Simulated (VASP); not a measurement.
Crystal: Pt.

```
Pt
1.0
     0.00000    1.96090    1.96090
     1.96090    0.00000    1.96090
     1.96090    1.96090    0.00000
Pt
1
Direct
  0.00000 0.00000 0.00000
```

| Property | Result |
| --- | --- |
| Program | VASP 6.6.1 |
| Task | relaxation of cell and atoms |
| Functional | BLYP |
| Potentials or basis | VASP PAW PBE potentials, release 64 (Pt_sv_GW) |
| Cutoff | 500 eV |
| k mesh | 12 × 12 × 12 |
| Occupations | fermi-dirac, width 0.05 eV |
| Spin | no spin polarisation |

At the start: pressure 23.9 GPa; volume 15.08 Å³/atom.

How do energy, volume and symmetry change on relaxing?

Over 5 steps the energy falls by 94.8 meV/atom and the volume is 16.48 Å³/atom (+9.3 %); space group Fm-3m (No. 225, to 0.1 Å) before and after.

Step by step:
```csv
step,energy change (eV),largest force (eV/Å),pressure (GPa),volume (Å³)
1,0.0000,0.0000,23.88,15.08
2,0.2931,0.0000,-23.59,20.54
3,-0.0941,0.0000,-1.63,16.62
4,-0.0948,0.0000,-0.27,16.51
5,-0.0948,0.0000,-0.07,16.48
```

Final structure:
```
Pt
1.0
     0.00000    2.01963    2.01963
     2.01963    0.00000    2.01963
     2.01963    2.01963    0.00000
Pt
1
Direct
  0.00000 0.00000 0.00000
```

Caveat: the PAW data sets were made with another functional, which shifts forces and pressure a little.
